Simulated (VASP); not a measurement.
Wanted: the native input for a VASP 6.6.1 run.

| Quantity | Value |
| --- | --- |
| Task | relaxation of cell and atoms |
| Functional | PBE |
| Potentials or basis | VASP PAW PBE potentials, release 64 (Ag, Pd, Cl) |
| Cutoff | 600 eV |
| k mesh | 4 × 4 × 4 |
| Occupations | gaussian, width 0.1 eV |
| Spin | no spin polarisation |
| Dipole correction | no |
| Further INCAR settings | ALGO = Normal; EDIFF = 1e-06; IBRION = 2; EDIFFG = -0.04; NSW = 90; ISIF = 3 |

The structure of AgPdCl3 lies in POSCAR:

```
AgPdCl3
1.0
    4.5571480277      0.0000000000      0.0000000000
    0.0000000000      4.5571480277      0.0000000000
    0.0000000000      0.0000000000      4.6142551458
Ag Pd Cl
1 1 3
Direct
    0.0000000000      0.0000000000      0.0000000000
    0.5000000000      0.5000000000      0.5150000000
    0.5000000000      0.5000000000      0.9750000000
    0.0000000000      0.5000000000      0.4850000000
    0.5000000000      0.0000000000      0.4850000000
```

One way to write it, as run:

INCAR

```
SYSTEM = AgPdCl3
PREC = Accurate
ENCUT = 600
EDIFF = 1E-6
ISMEAR = 0
SIGMA = 0.1
LREAL = .FALSE.
LASPH = .TRUE.
NELM = 60
ALGO = Normal
ISIF = 3
LWAVE = .FALSE.
LCHARG = .FALSE.
GGA = PE
IBRION = 2
NSW = 90
EDIFFG = -0.04
```

KPOINTS

```
regular mesh
0
G
  4 4 4
  0 0 0
```

Potentials or basis: VASP PAW PBE potentials, release 64 (Ag, Pd, Cl).

The run is started by

```console
$ cat potpaw_PBE.64/Ag/POTCAR potpaw_PBE.64/Pd/POTCAR potpaw_PBE.64/Cl/POTCAR > POTCAR
$ mpirun -np 1 vasp_std > vasp.out
```

It gave:

```json
{"Relaxed volume": "25.80 Å³/atom", "Relaxed cell": "a = 5.185 Å, b = 5.185 Å, c = 4.800 Å, α = 90.00°, β = 90.00°, γ = 90.00°", "Space group after relaxing (to 0.05 Å)": "P4mm (No. 99)", "Energy gained by relaxing": "321.3 meV/atom", "Ionic steps": "51", "Pressure after relaxing": "0.1 GPa", "Largest force after relaxing": "0.009 eV/Å", "Band gap on the k mesh": "zero (band 21 reaches 3.15 eV, above the bottom of band 22 at 0.46 eV)"}
```

Caveat: the volume moved by over 15 % at a fixed basis, so the end points are rough.

Wall time 11 min on 1 thread of Intel(R) Xeon(R) 6975P-C (Granite Rapids), with other jobs on the host, peak memory 0.26 GiB.
